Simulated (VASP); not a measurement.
A run of VASP 6.6.1:

The input INCAR:

```
SYSTEM = CsO
PREC = Accurate
ENCUT = 520
EDIFF = 1E-8
ISMEAR = -1
SIGMA = 0.01
LREAL = .False.
LASPH = .True.
NELM = 100
ALGO = Normal
ISIF = 2
LWAVE = .False.
LCHARG = .False.
LEFG = .True.
NBANDS = 23
```

File KPOINTS:

```
regular mesh
0
Gamma
  7 7 7
  0 0 0
```

The input POSCAR:

```
CsO
1.0
   -2.1668547950      3.2186837237      3.7788316351
    2.1668547950     -3.2186837237      3.7788316351
    2.1668547950      3.2186837237     -3.7788316351
Cs O
2 2
Direct
    0.2535603300      0.2535603300      0.0000000000
    0.7464396700      0.7464396700      0.0000000000
    0.6171968000      0.0000000000      0.6171968000
    0.3828032000      0.0000000000      0.3828032000
```

Potentials or basis: VASP PAW LDA potentials, release 64 (Cs_sv, O).

Command:

```bash
$ cat potpaw_LDA.64/Cs_sv/POTCAR potpaw_LDA.64/O/POTCAR > POTCAR
$ mpirun -np 1 vasp_std > vasp.out
```

Hardware: 1 thread of AMD EPYC 7R43 64-Core Processor (Zen 3), with other jobs on the host.

How long does it take, and how much memory?

Wall time 4.2 min on 1 thread of AMD EPYC 7R43 64-Core Processor (Zen 3) (shared host), peak memory 0.24 GiB. Counts: scf iterations 17, k points 64.
